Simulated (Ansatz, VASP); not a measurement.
**AlRu in VASP and in Ansatz**

```
Al Ru
1.0
     2.98250    0.00000    0.00000
     0.00000    2.98250    0.00000
     0.00000    0.00000    2.98250
Al Ru
1 1
Direct
  0.00000 0.00000 0.00000
  0.50000 0.50000 0.50000
```

Alike in both runs: task single point; functional PBE; k mesh 6 × 6 × 6; no spin polarisation.

|  | VASP | Ansatz |
| --- | --- | --- |
| version | VASP 6.6.1 | Ansatz 0.2.0 |
| potentials or method | VASP PAW PBE potentials, release 64 (Al, Ru_pv), cutoff 500 eV | scalar-relativistic, plane waves, PAW |
| occupations | fermi-dirac, width 0.1 eV | fermi-dirac |
| valence electrons in the cell | 17 | 19 |

```csv
,VASP,Ansatz,Ansatz less VASP
gap on the k mesh at the Fermi level (eV),none,none,-
pressure (GPa),4.6,4.6,+0.01
```

A gap of «none» marks a metal or a gap that the smearing closes. VASP's potentials hold 17 valence electrons a cell and Ansatz's 19, so a difference there can come from the potentials and not from the codes.
